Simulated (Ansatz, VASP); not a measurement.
V: VASP beside Ansatz

INCAR

```
SYSTEM = V
PREC = Accurate ; ENCUT = 520
EDIFF = 1E-7 ; ISMEAR = -1
SIGMA = 0.05 ; LREAL = .FALSE.
LASPH = .TRUE. ; NELM = 150
ALGO = Normal ; ISIF = 2
LWAVE = .FALSE. ; LCHARG = .TRUE.
ISPIN = 2 ; MAGMOM = 2
LORBIT = 11 ; LMAXMIX = 4
GGA = PE ; LELF = .TRUE.
LVHAR = .TRUE. ; NBANDS = 16
```

Contents of KPOINTS:

```
regular mesh
0
G
  12 12 12
  0 0 0
```

The input POSCAR:

```
V
1.0
    0.0000000000      1.8563156760      1.8563156760
    1.8563156760      0.0000000000      1.8563156760
    1.8563156760      1.8563156760      0.0000000000
V
1
Direct
    0.0000000000      0.0000000000      0.0000000000
```

Contents of input.yaml:

```yaml
crystal:
  lattice:
    - [0.0, 1.856315676, 1.856315676]
    - [1.856315676, 0.0, 1.856315676]
    - [1.856315676, 1.856315676, 0.0]
  atoms:
    - { symbol: V, position: [0.0, 0.0, 0.0], spin: 2.0 }
kpoints:
  mp_grid: { grid: [12, 12, 12] }
scf:
  occupations: { method: fermi_dirac, width: 0.05 }
hamiltonian:
  xc: pbe
  pseudopotentials: { kind: all_electron, lapw: { basis_error: 0.0005 } }
magnetization:
  spin_polarized: true
output:
  forces: true
  stress: true
  eigenvalues: true
```

Change from the starting cell: volume scaled by 0.94.

Alike in both runs: task single point; functional PBE; k mesh 12 × 12 × 12; occupations fermi-dirac, width 0.05 eV; collinear spin.

|  | VASP | Ansatz |
| --- | --- | --- |
| version | VASP 6.6.1 | Ansatz 0.2.0 |
| potentials or method | VASP PAW PBE potentials, release 64 (V_sv), cutoff 520 eV | all-electron LAPW, scalar-relativistic |

Ansatz gave:

```
gap on the k mesh at the Fermi level (eV) : none
pressure (GPa)                            : 17.1
net moment per atom (μB)                  : 0.00
```

What did VASP give for the same quantities?

gap on the k mesh at the Fermi level (eV): none; pressure (GPa): 17.4; net moment per atom (μB): 0.00.

A gap of «none» marks a metal or a gap that the smearing closes. Ansatz ran all-electron here, and VASP with PAW potentials.
